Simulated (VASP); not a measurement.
Input of a VASP 6.6.1 run:

File INCAR:

```
SYSTEM = Al
ALGO     = Normal         ! electronic algorithm
EDIFF    = 1E-6           ! SCF threshold, eV
EDIFFG   = -0.01          ! ionic threshold
ENCUT    = 600            ! plane-wave cutoff, eV
GGA      = PS             ! functional
IBRION   = 2              ! ionic algorithm
ISIF     = 3              ! what is computed and relaxed
ISMEAR   = -1             ! smearing method
LASPH    = .TRUE.         ! aspherical terms in the spheres
LCHARG   = .FALSE.        ! write CHGCAR
LREAL    = .FALSE.        ! projectors in reciprocal space
LWAVE    = .FALSE.        ! write WAVECAR
NELM     = 60             ! most SCF steps
NSW      = 80             ! ionic steps
PREC     = Accurate       ! precision mode
SIGMA    = 0.15           ! smearing width, eV
```

KPOINTS

```
k-points
0
G
  9 9 3
  0 0 0
```

File POSCAR:

```
Al
1.0
    2.8270770000      0.0000000000      0.0000000000
   -1.4135390000      2.4483210000      0.0000000000
    0.0000000000      0.0000000000      9.1859930000
Al
4
Direct
    0.0000000000      0.0000000000      0.0000000000
    0.3333333333      0.6666666667      0.2500000000
    0.0000000000      0.0000000000      0.5000000000
    0.6666666667      0.3333333333      0.7500000000
```

Potentials or basis: VASP PAW PBE potentials, release 64 (Al).

The run is started by

```console
$ cat potpaw_PBE.64/Al/POTCAR > POTCAR
$ mpirun -np 1 vasp_std > vasp.out
```

Problem. Estimate the relaxed volume.

Solution. 16.25 Å³/atom.

Problem. Predict the space group after relaxing (to 0.05 Å).

Solution. P6_3/mmc (No. 194).

Problem. Predict the relaxed cell.

Solution. a = 2.832 Å, b = 2.832 Å, c = 9.360 Å, α = 90.00°, β = 90.00°, γ = 120.00°.

Problem. What does it give for the band gap on the k mesh?

Solution. Zero (band 6 reaches 11.91 eV, above the bottom of band 7 at 6.79 eV).

The path:
| step | energy change (eV) | largest force (eV/Å) | pressure (GPa) | volume (Å³) |
| --- | --- | --- | --- | --- |
| 1 | 0.0000 | 0.0000 | 1.82 | 63.58 |
| 2 | -0.0113 | 0.0000 | -0.37 | 65.25 |
| 3 | -0.0113 | 0.0000 | -0.26 | 65.16 |
| 4 | -0.0125 | 0.0000 | -0.09 | 65.04 |
| 5 | -0.0126 | 0.0000 | -0.02 | 64.99 |

Caveat: the PAW data sets were made with another functional, which shifts forces and pressure a little.
